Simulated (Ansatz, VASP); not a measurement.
## Ti in VASP and in Ansatz

POSCAR

```
Ti
1.0
    2.9942478283      0.0000000000      0.0000000000
   -1.4971239141      2.5930946845      0.0000000000
    0.0000000000      0.0000000000      4.6860000000
Ti
2
Direct
    0.3333333333      0.6666666667      0.2500000000
    0.6666666667      0.3333333333      0.7500000000
```

The input INCAR.step1:

```
SYSTEM = Ti
PREC = Accurate ; ENCUT = 520
ISMEAR = 0 ; SIGMA = 0.15
LREAL = .FALSE. ; LASPH = .TRUE.
NELM = 80 ; NBANDS = 19
GGA = PE ; ALGO = Normal
EDIFF = 1E-4 ; LWAVE = .TRUE.
LCHARG = .FALSE.
```

File INCAR.step2:

```
SYSTEM = Ti
PREC = Accurate ; ENCUT = 520
EDIFF = 1E-6 ; ISMEAR = 0
SIGMA = 0.15 ; LREAL = .FALSE.
LASPH = .TRUE. ; NELM = 80
ALGO = Normal ; ISIF = 2
LWAVE = .FALSE. ; LCHARG = .FALSE.
METAGGA = R2SCAN ; LMIXTAU = .TRUE.
NBANDS = 19 ; ISTART = 1
```

Contents of KPOINTS:

```
Automatic mesh
0
G
  18 18 10
  0 0 0
```

Input for Ansatz:

```yaml
crystal:
  lattice:
    - [2.9942478283, 0.0, 0.0]
    - [-1.4971239141, 2.5930946845, 0.0]
    - [0.0, 0.0, 4.686]
  atoms:
    - { symbol: Ti, position: [0.3333333333, 0.6666666667, 0.25] }
    - { symbol: Ti, position: [0.6666666667, 0.3333333333, 0.75] }
basis:
  ecutwfc: 500
kpoints:
  mp_grid: { grid: [18, 18, 10] }
hamiltonian:
  xc: r2scan
scf:
  occupations: { method: gaussian, width: 0.15 }
output:
  forces: true
  stress: true
  eigenvalues: true
```

Change from the starting cell: strain +0.015 along x and y, +0.000 along z, atoms carried along.

Alike in both runs: task single point; functional r2SCAN; k mesh 18 × 18 × 10; occupations gaussian, width 0.15 eV; no spin polarisation.

```csv
,VASP,Ansatz
version,VASP 6.6.1,Ansatz 0.2.0
potentials or method,"VASP PAW PBE potentials, release 64 (Ti_sv), cutoff 520 eV","scalar-relativistic, plane waves, PAW"
valence electrons in the cell,24,24
```

|  | VASP | Ansatz | Ansatz less VASP |
| --- | --- | --- | --- |
| gap on the k mesh at the Fermi level (eV) | none | none | - |
| pressure (GPa) | -5.0 | -5.4 | -0.34 |
| traceless stress, the component that is largest in VASP (GPa) | 0.74 | 0.73 | -0.011 |

VASP's potentials were made for PBE, not for r2SCAN. A gap of «none» marks a metal or a gap that the smearing closes.
